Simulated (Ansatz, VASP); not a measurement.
**Two plane-wave programs on Zn3CdTe4**

INCAR

```
SYSTEM = Zn3CdTe4
PREC = Accurate ; ENCUT = 600
EDIFF = 1E-6 ; ISMEAR = 0
SIGMA = 0.1 ; LREAL = .False.
LASPH = .True. ; NELM = 80
ALGO = Normal ; ISIF = 3
LWAVE = .False. ; LCHARG = .False.
GGA = PE ; IBRION = 2
NSW = 80 ; EDIFFG = -0.025
```

The input KPOINTS:

```
regular mesh
0
Gamma
  4 4 1
  0 0 0
```

The input POSCAR:

```
Zn3CdTe4
1.0
    4.4569227682     -0.0436690808     -0.0242035110
   -0.0436690808      4.3920178844      0.0119362712
   -0.0687523985      0.0339061253     12.3191708676
Zn Cd Te
3 1 4
Direct
   -0.0164668296     -0.0068620142      0.7559508034
    0.4771046822      0.5053616424      0.0043203194
    0.0237763665      0.0144752419      0.2448359510
    0.5022633028      0.4887378071      0.4965574899
    0.4972224542     -0.0128502625      0.8769865319
    0.0073547614      0.4929278928      0.1264168726
    0.4981849977      0.0030660829      0.3574585204
    0.0105602648      0.5151436096      0.6374735115
```

Input for Ansatz:

```yaml
crystal:
  lattice:
    - [4.4569227682, -0.0436690808, -0.024203511]
    - [-0.0436690808, 4.3920178844, 0.0119362712]
    - [-0.0687523985, 0.0339061253, 12.3191708676]
  atoms:
    - { symbol: Zn, position: [-0.0164668296, -0.0068620142, 0.7559508034] }
    - { symbol: Zn, position: [0.4771046822, 0.5053616424, 0.0043203194] }
    - { symbol: Zn, position: [0.0237763665, 0.0144752419, 0.244835951] }
    - { symbol: Cd, position: [0.5022633028, 0.4887378071, 0.4965574899] }
    - { symbol: Te, position: [0.4972224542, -0.0128502625, 0.8769865319] }
    - { symbol: Te, position: [0.0073547614, 0.4929278928, 0.1264168726] }
    - { symbol: Te, position: [0.4981849977, 0.0030660829, 0.3574585204] }
    - { symbol: Te, position: [0.0105602648, 0.5151436096, 0.6374735115] }
basis:
  ecutwfc: 420
kpoints:
  mp_grid: { grid: [4, 4, 1] }
hamiltonian:
  xc: pbe
scf:
  occupations: { method: gaussian, width: 0.1 }
  lower_state_search: "off"
output:
  forces: true
  stress: true
  eigenvalues: true
relax:
  adjacent_minimum: "off"
  f_tol: 0.025
  max_steps: 60
  cell: { stress_tol: 0.25 }
```

Change from the starting cell: cell x1, atoms moved at random (sigma 0.05 Å) and cell strained at random (1.5 %), then relaxed without symmetry.

Alike in both runs: task relaxation of cell and atoms; functional PBE; k mesh 4 × 4 × 1; occupations gaussian, width 0.1 eV; no spin polarisation.

```csv
,VASP,Ansatz
version,VASP 6.6.1,Ansatz 0.2.0
potentials or method,"VASP PAW PBE potentials, release 64 (Zn, Cd, Te), cutoff 600 eV","scalar-relativistic, plane waves, PAW"
valence electrons in the cell,72,120
```

```csv
,VASP,Ansatz,Ansatz less VASP
"gap on the k mesh at the Fermi level, each at its own relaxed structure (eV)",0.86,0.87,+0.010
relaxed volume (Å³/atom),31.20,31.14,-0.059
relaxed cell length with the largest relative difference (Å),4.462,4.456,-0.0056
```

VASP's potentials hold 72 valence electrons a cell and Ansatz's 120, so a difference there can come from the potentials and not from the codes.

The k mesh is coarse, so the values compare programs but aren't converged. Neither program's run includes spin-orbit coupling.
